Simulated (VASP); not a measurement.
# InAs (F-43m) in VASP: relaxation of cell and atoms with PBE

Aim: the relaxation of cell and atoms of InAs with PBE.

All numbers are computed with VASP 6.6.1; they aren't measurements. Logs are shortened: lines on timing, memory, paths and dates and some standing lists are left out, and cuts for length are marked.

## 1. The cell of the first run

The structure is cubic, space group F-43m (No. 216). The conventional cell has a = 6.134 Å, b = 6.134 Å, c = 6.134 Å, α = 90.00°, β = 90.00°, γ = 90.00°. Within 3.5 Å of In (site symmetry -43m) lie 4 As at 2.66 Å. Within 3.5 Å of As (site symmetry -43m) lie 4 In at 2.66 Å.

## 2. Relaxation of cell and atoms, PBE

INCAR

```
PREC = Accurate
ENCUT = 600
EDIFF = 1E-6
ISMEAR = 0
SIGMA = 0.1
LREAL = F
LASPH = T
NELM = 60
ALGO = Normal
ISIF = 3
LWAVE = F
LCHARG = F
GGA = PE
IBRION = 2
NSW = 100
EDIFFG = -0.005
```

KPOINTS

```
Automatic mesh
0
Gamma
  12 12 12
```

POSCAR

```
InAs
1.0
    0.0000000000      3.0669421096      3.0669421096
    3.0669421096      0.0000000000      3.0669421096
    3.0669421096      3.0669421096      0.0000000000
In As
1 1
Direct
    0.0000000000      0.0000000000      0.0000000000
    0.2500000000      0.2500000000      0.2500000000
```

Potentials or basis: VASP PAW PBE potentials, release 64 (In_d, As).

On the command line:

```bash
cat potpaw_PBE.64/In_d/POTCAR potpaw_PBE.64/As/POTCAR > POTCAR
mpirun -np 1 vasp_std > vasp.out
```

OUTCAR:

```text
PREC = Accurate
   ENCUT = 600
   EDIFF = 1E-6
   ISMEAR = 0
   LREAL = F
   LASPH = T
   NELM = 60
   ISIF = 3
   GGA = PE
   IBRION = 2
   NSW = 100
   EDIFFG = -0.005

 ion  position               nearest neighbor table
   1  0.000  0.000  0.000-   2 2.66   2 2.66   2 2.66   2 2.66
   2  0.250  0.250  0.250-   1 2.66   1 2.66   1 2.66   1 2.66

  LATTYP: Found a face centered cubic cell.
 ALAT       =     6.1338842192

  Lattice vectors:

 A1 = (   0.0000000000,   3.0669421096,   3.0669421096)
 A2 = (   3.0669421096,   0.0000000000,   3.0669421096)
 A3 = (   3.0669421096,   3.0669421096,   0.0000000000)

Analysis of symmetry for initial positions (statically):
=====================================================================
 Subroutine PRICEL returns:
 Original cell was already a primitive cell.

 Routine SETGRP: Setting up the symmetry group for a
 face centered cubic supercell.

 Subroutine GETGRP returns: Found 24 space group operations
 (whereof 24 operations were pure point group operations)
 out of a pool of 48 trial point group operations.

The static configuration has the point symmetry T_d .

Analysis of symmetry for dynamics (positions and initial velocities):
=====================================================================
 Subroutine PRICEL returns:
 Original cell was already a primitive cell.

 Routine SETGRP: Setting up the symmetry group for a
 face centered cubic supercell.

 Subroutine GETGRP returns: Found 24 space group operations
 (whereof 24 operations were pure point group operations)
 out of a pool of 48 trial point group operations.

The dynamic configuration has the point symmetry T_d .

 Subroutine INISYM returns: Found 24 space group operations
 (whereof 24 operations are pure point group operations),
 and found     1 'primitive' translations

----------------------------------------------------------------------------------------

                                     Primitive cell

  volume of cell :      57.6961

  direct lattice vectors                    reciprocal lattice vectors
     0.000000000  3.066942110  3.066942110    -0.163028835  0.163028835  0.163028835
     3.066942110  0.000000000  3.066942110     0.163028835 -0.163028835  0.163028835
     3.066942110  3.066942110  0.000000000     0.163028835  0.163028835 -0.163028835

  length of vectors
     4.337311126  4.337311126  4.337311126     0.282374226  0.282374226  0.282374226

  position of ions in fractional coordinates (direct lattice)
     0.000000000  0.000000000  0.000000000
     0.250000000  0.250000000  0.250000000

  ion indices of the primitive-cell ions
   primitive index   ion index
                 1           1
                 2           2

----------------------------------------------------------------------------------------

 KPOINTS: Automatic mesh

Automatic generation of k-mesh.
 Grid dimensions read from file:
 generate k-points for:   12   12   12

 Generating k-lattice:

  Cartesian coordinates                     Fractional coordinates (reciprocal lattice)
    -0.013585736  0.013585736  0.013585736     0.083333333  0.000000000  0.000000000
     0.013585736 -0.013585736  0.013585736     0.000000000  0.083333333  0.000000000
     0.013585736  0.013585736 -0.013585736     0.000000000  0.000000000  0.083333333

  Length of vectors
     0.023531185  0.023531185  0.023531185

  Shift w.r.t. Gamma in fractional coordinates (k-lattice)
     0.000000000  0.000000000  0.000000000

 Subroutine IBZKPT returns following result:
 ===========================================

 Found     72 irreducible k-points:

 Following reciprocal coordinates:
            Coordinates               Weight
  0.000000  0.000000  0.000000      1.000000
  0.083333  0.000000  0.000000      8.000000
  0.166667  0.000000  0.000000      8.000000
  0.250000  0.000000  0.000000      8.000000
  0.333333  0.000000  0.000000      8.000000
  0.416667  0.000000  0.000000      8.000000
[... 16 lines left out ...]
  0.500000  0.166667  0.000000     24.000000
 -0.416667  0.166667  0.000000     24.000000
 [... further k-points ...]
   k-points           NKPTS =     72   k-points in BZ     NKDIM =     72   number of bands    NBANDS=     13
   number of dos      NEDOS =    301   number of ions     NIONS =      2
   total plane-waves  NPLWV =  46656
   dimension x,y,z NGX =    36 NGY =   36 NGZ =   36
   dimension x,y,z NGXF=    72 NGYF=   72 NGZF=   72
   ions per type =               1   1
   NGX,Y,Z   is equivalent  to a cutoff of  13.80, 13.80, 13.80 a.u.
   NGXF,Y,Z  is equivalent  to a cutoff of  27.60, 27.60, 27.60 a.u.
 SYSTEM =  unknown system
   PREC   = accura    normal or accurate (medium, high low for compatibility)
   ISTART =      0    job   : 0-new  1-cont  2-samecut
   ICHARG =      2    charge: 1-file 2-atom 10-const
   ISPIN  =      1    spin polarized calculation?
   LNONCOLLINEAR =      F non collinear calculations
   LSORBIT =      F    spin-orbit coupling
   LASPH  =      T    aspherical Exc in radial PAW
   ENCUT  =  600.0 eV  44.10 Ry    6.64 a.u.   8.66  8.66  8.66*2*pi/ulx,y,z
   NELM   =     60;   NELMIN=  2; NELMDL= -5     # of ELM steps
   EDIFF  = 0.1E-05   stopping-criterion for ELM
   LREAL  =      F    real-space projection
   EDIFFG = -.5E-02   stopping-criterion for IOM
   NSW    =    100    number of steps for IOM
   IBRION =      2    ionic relax: 0-MD 1-quasi-New 2-CG
   NFREE  =      1    steps in history (QN), initial steepest desc. (CG)
   ISIF   =      3    stress and relaxation
   ISYM   =      2    0-nonsym 1-usesym 2-fastsym
   POTIM  = 0.5000    time-step for ionic-motion
   TEBEG  =    0.0;   TEEND  =   0.0 temperature during run
   PSTRESS=    0.0 pullay stress
   NELECT =      18.0000    total number of electrons
   NUPDOWN=      -1.0000    fix difference up-down
   EMIN   =  10.00;   EMAX   =-10.00  energy-range for DOS
   EFERMI =   0.00;   METHOD = LEGACY
   ISMEAR =     0;   SIGMA  =   0.10  broadening in eV -4-tet -1-fermi 0-gaus
   EFERMI_NEDOS =   21; number of points for ismear=-14 and -15
   IALGO  =     38    algorithm
   IMIX   =      4    mixing-type and parameters
     AMIX     =   0.40;   BMIX     =  1.00
     AMIX_MAG =   1.60;   BMIX_MAG =  1.00
  volume/ion in A,a.u.               =      28.85       194.68
  Fermi-wavevector in a.u.,A,eV,Ry     =   1.110325  2.098210 16.773554  1.232821
  Thomas-Fermi vector in A             =   2.246875
   LORBIT       =      0    0 simple, 1 ext, 2 COOP (PROOUT), +10 PAW based schemes
   GGA     = PE    functional components
   LHFCALC =     F    Hartree Fock is set to
   AEXX    =    0.0000 exact exchange contribution
   IVDW    =     0    specifies the selected vdW correction
   LEPSILON=     F    determine dielectric tensor
   LRPA    =     F    only Hartree local field effects (RPA)
 conjugate gradient relaxation of ions
 non-spin polarized calculation
 Gauss-broadening in eV      SIGMA  =   0.10
  energy-cutoff  :      600.00
  volume of cell :       57.70
 maximum number of plane-waves:      1964
   NGX = 17   NGY = 17   NGZ = 17

--------------------------------------- Ionic step        1  -------------------------------------------

 number of electron      17.9999999 magnetization

 Free energy of the ion-electron system (eV)
  ---------------------------------------------------
  ext. energy  EPLUGINS =         0.00000000
  ---------------------------------------------------
  free energy    TOTEN  =        -7.71302389 eV

  energy without entropy =       -7.71286783  energy(sigma->0) =       -7.71294586

------------------------ aborting loop because EDIFF is reached ----------------------------------------

  FORCE on cell =-STRESS in cart. coord.  units (eV):
  Direction    XX          YY          ZZ          XY          YZ          ZX
  --------------------------------------------------------------------------------------
  -------------------------------------------------------------------------------------
  Total        0.5009882      0.5009882      0.5009882     -0.0000000     -0.0000000     -0.0000000
  in kB       13.9120584     13.9120584     13.9120584     -0.0000000     -0.0000000     -0.0000000
  external PRESSURE =      13.9120584 kB  Pullay stress =       0.0000000 kB
[... 57 lines left out ...]
  energy  without entropy=       -7.7187223013  energy(sigma->0) =       -7.71880201

--------------------------------------- Ionic step        3  -------------------------------------------

 number of electron      17.9999997 magnetization

 Free energy of the ion-electron system (eV)
  ---------------------------------------------------
  ext. energy  EPLUGINS =         0.00000000
  ---------------------------------------------------
  free energy    TOTEN  =        -7.71964150 eV

  energy without entropy =       -7.71948292  energy(sigma->0) =       -7.71956221

 E-fermi :   3.8957     XC(G=0):  -8.7914

 val. band max:        3.8304663816   @ k =   0.0000   0.0000   0.0000
 cond. band min:       4.4523940210   @ k =   0.0833   0.0000   0.0000
 fundamental gap:      0.6219276394
 Fermi energy:         3.8957124814

 k-point     1 :       0.0000    0.0000    0.0000
  band No.  band energies     occupation
      1     -10.4350      2.00000
      2     -10.4350      2.00000
      3     -10.4350      2.00000
      4     -10.3355      2.00000
      5     -10.3355      2.00000
      6      -7.6047      2.00000
      7       3.2826      2.00000
      8       3.8305      1.64385
      9       3.8305      1.64385
     10       3.8305      1.64385
     11       7.7032      0.00000
     12       7.7032      0.00000
     13       7.7032      0.00000
[... 353 lines left out ...]
 k-point    24 :      -0.4167    0.1667    0.0000
  band No.  band energies     occupation
      1     -10.5348      2.00000
      2     -10.4052      2.00000
      3     -10.4009      2.00000
      4     -10.3347      2.00000
      5     -10.3305      2.00000
      6      -6.2103      2.00000
      7      -1.4956      2.00000
      8       1.6390      2.00000
      9       2.6906      2.00000
     10       5.8845      0.00000
     11       8.1425      0.00000
     12       9.1384      0.00000
     13      10.5061      0.00000

 [... further k-points ...]

------------------------ aborting loop because EDIFF is reached ----------------------------------------

  FORCE on cell =-STRESS in cart. coord.  units (eV):
  Direction    XX          YY          ZZ          XY          YZ          ZX
  --------------------------------------------------------------------------------------
  -------------------------------------------------------------------------------------
  Total        0.0056737      0.0056737      0.0056737      0.0000000      0.0000000      0.0000000
  in kB        0.1533990      0.1533990      0.1533990      0.0000000      0.0000000      0.0000000
  external PRESSURE =       0.1533990 kB  Pullay stress =       0.0000000 kB
[... 17 lines left out ...]
  FREE ENERGIE OF THE ION-ELECTRON SYSTEM (eV)
  ---------------------------------------------------
  free  energy   TOTEN  =        -7.7196415037 eV

  energy  without entropy=       -7.7194829248  energy(sigma->0) =       -7.71956221

 reached required accuracy - stopping structural energy minimisation
```

Run time: 5.3 min. Hardware: 1 thread of AMD EPYC 7R13, shared host; peak memory 0.23 GiB.

What came out:

```yaml
Free_energy: -7.7196 eV
Relaxed_volume: 29.63 Å³/atom
Relaxed_cell: a = 4.376 Å, b = 4.376 Å, c = 4.376 Å, α = 60.00°, β = 60.00°, γ = 60.00°
Space_group_after_relaxing_to_0.1_Å: F-43m (No. 216)
Energy_gained_by_relaxing: 3.3 meV/atom
Ionic_steps: 3
Pressure_after_relaxing: 0.0 GPa
Band_gap_on_the_k_mesh: zero (filled and empty bands touch)
```

Step by step:
| step | energy change (eV) | largest force (eV/Å) | pressure (GPa) | volume (Å³) |
| --- | --- | --- | --- | --- |
| 1 | 0.0000 | 0.0000 | 1.39 | 57.70 |
| 2 | -0.0059 | 0.0000 | -0.45 | 59.81 |
| 3 | -0.0066 | 0.0000 | 0.02 | 59.26 |

Final structure:
```
In As
1.0
     0.00000    3.09439    3.09439
     3.09439    0.00000    3.09439
     3.09439    3.09439    0.00000
In As
1 1
Direct
  0.00000 0.00000 0.00000
  0.25000 0.25000 0.25000
```

Levels at points of the mesh, in eV from the Fermi level:
```
           k point  band 6  band 7  band 8  band 9  band 10  band 11  band 12  band 13
(0.00, 0.00, 0.00)  -11.50   -0.61   -0.07   -0.07    -0.07     3.81     3.81     3.81
(0.50, 0.00, 0.00)  -10.24   -5.49   -0.96   -0.96     0.74     4.57     4.57     6.69
(0.50, 0.50, 0.00)   -9.77   -5.62   -2.16   -2.16     1.59     1.98     8.68     8.73
```

Caveat: semilocal functionals underestimate gaps, and a narrow one can read as zero; spin-orbit coupling is left out, which moves the levels of the heavy elements.

The gap in the log of VASP goes by the Fermi energy; the results here count the filled bands.